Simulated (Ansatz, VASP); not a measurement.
**TiO: VASP beside Ansatz**

File INCAR:

```
PREC     = Accurate       # precision mode
ENCUT    = 520            # plane-wave cutoff, eV
EDIFF    = 1E-6           # SCF threshold, eV
ISMEAR   = 0              # smearing method
SIGMA    = 0.1            # smearing width, eV
LREAL    = False          # projectors in reciprocal space
LASPH    = True           # aspherical terms in the spheres
NELM     = 60             # most SCF steps
ALGO     = Normal         # electronic algorithm
ISIF     = 2              # what is computed and relaxed
LWAVE    = False          # write WAVECAR
LCHARG   = False          # write CHGCAR
GGA      = PS             # functional
NBANDS   = 36             # bands
```

File KPOINTS:

```
regular mesh
0
Gamma
  10 10 10
```

File POSCAR:

```
TiO
1.0
    3.9511688290      0.0000000000      0.0000000000
    0.0000000000      3.9511688290      0.0000000000
    0.0000000000      0.0000000000      3.9511688290
Ti O
3 3
Direct
    0.5000000000      0.5000000000      0.0000000000
    0.0000000000      0.5000000000      0.5000000000
    0.5000000000      0.0000000000      0.5000000000
    0.0000000000      0.5000000000      0.0000000000
    0.5000000000      0.0000000000      0.0000000000
    0.0000000000      0.0000000000      0.5000000000
```

Input for Ansatz:

```yaml
crystal:
  lattice:
    - [3.951168829, 0.0, 0.0]
    - [0.0, 3.951168829, 0.0]
    - [0.0, 0.0, 3.951168829]
  atoms:
    - { symbol: Ti, position: [0.5, 0.5, 0.0] }
    - { symbol: Ti, position: [0.0, 0.5, 0.5] }
    - { symbol: Ti, position: [0.5, 0.0, 0.5] }
    - { symbol: O, position: [0.0, 0.5, 0.0] }
    - { symbol: O, position: [0.5, 0.0, 0.0] }
    - { symbol: O, position: [0.0, 0.0, 0.5] }
basis:
  ecutwfc: 420
kpoints:
  mp_grid: { grid: [10, 10, 10] }
hamiltonian:
  xc: pbesol
scf:
  occupations: { method: gaussian, width: 0.1 }
output:
  forces: true
  stress: true
  eigenvalues: true
```

Alike in both runs: task single point; functional PBEsol; k mesh 10 × 10 × 10; occupations gaussian, width 0.1 eV; no spin polarisation.

|  | VASP | Ansatz |
| --- | --- | --- |
| version | VASP 6.6.1 | Ansatz 0.2.0 |
| potentials or method | VASP PAW PBE potentials, release 64 (Ti_sv, O), cutoff 520 eV | scalar-relativistic, plane waves, PAW |
| valence electrons in the cell | 54 | 54 |

|  | VASP | Ansatz | Ansatz less VASP |
| --- | --- | --- | --- |
| gap on the k mesh at the Fermi level (eV) | none | none | - |
| pressure (GPa) | 16.4 | 15.9 | -0.58 |

VASP's potentials were made for PBE, not for PBEsol. A gap of «none» marks a metal or a gap that the smearing closes.
